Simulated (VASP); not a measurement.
Set up this calculation in VASP 6.6.1, as the native input.

* Task: relaxation of cell and atoms
* Functional: PBE
* Potentials or basis: VASP PAW PBE potentials, release 64 (Fe, Cl, Sr_sv)
* Cutoff: 600 eV
* k mesh: 5 × 5 × 5
* Occupations: fermi-dirac, width 0.1 eV
* Spin: no spin polarisation
* Dipole correction: no
* Further INCAR settings: ALGO = Normal; EDIFF = 1e-06; IBRION = 2; EDIFFG = -0.01; NSW = 60; ISIF = 3

The structure of Sr2FeCl lies in POSCAR:

```
Sr2FeCl
1.0
    1.9567720000      3.3892220000      0.0000000000
   -1.9567720000      3.3892220000      0.0000000000
    0.0000000000     -2.2594820000      7.0105840000
Fe Cl Sr
1 1 2
Direct
    0.5000000000      0.5000000000      0.5000000000
    0.0000000000      0.0000000000      0.0000000000
    0.2308000000      0.2308000000      0.6924000000
    0.7692000000      0.7692000000      0.3076000000
```

These files were run (other wordings do the same):

INCAR

```
PREC = Accurate
ENCUT = 600
EDIFF = 1E-6
ISMEAR = -1
SIGMA = 0.1
LREAL = False
LASPH = True
NELM = 60
ALGO = Normal
ISIF = 3
LWAVE = False
LCHARG = False
GGA = PE
IBRION = 2
NSW = 60
EDIFFG = -0.01
```

KPOINTS

```
regular mesh
0
Gamma
  5 5 5
```

Potentials or basis: VASP PAW PBE potentials, release 64 (Fe, Cl, Sr_sv).

Command:

```console
$ cat potpaw_PBE.64/Fe/POTCAR potpaw_PBE.64/Cl/POTCAR potpaw_PBE.64/Sr_sv/POTCAR > POTCAR
$ mpirun -np 1 vasp_std > vasp.out
```

It gave:

```yaml
Relaxed_volume: 28.66 Å³/atom
Relaxed_cell: a = 4.011 Å, b = 4.011 Å, c = 8.547 Å, α = 103.57°, β = 103.57°, γ = 60.00°
Space_group_after_relaxing_to_0.05_Å: R-3m (No. 166)
Energy_gained_by_relaxing: 438.1 meV/atom
Ionic_steps: 11
Pressure_after_relaxing: 0.0 GPa
```

Caveat: the k points lie up to 0.37 Å⁻¹ apart in the final cell; the volume moved by over 15 % at a fixed basis, so the end points are rough; an odd number of electrons without spin polarisation forces a metal; a magnetic or distorted state may lie lower; the run has no spin polarisation, though such a crystal can be magnetic.

It took 4 min on 1 thread of Intel(R) Xeon(R) 6975P-C (Granite Rapids), with other jobs on the host, peak memory 0.27 GiB.
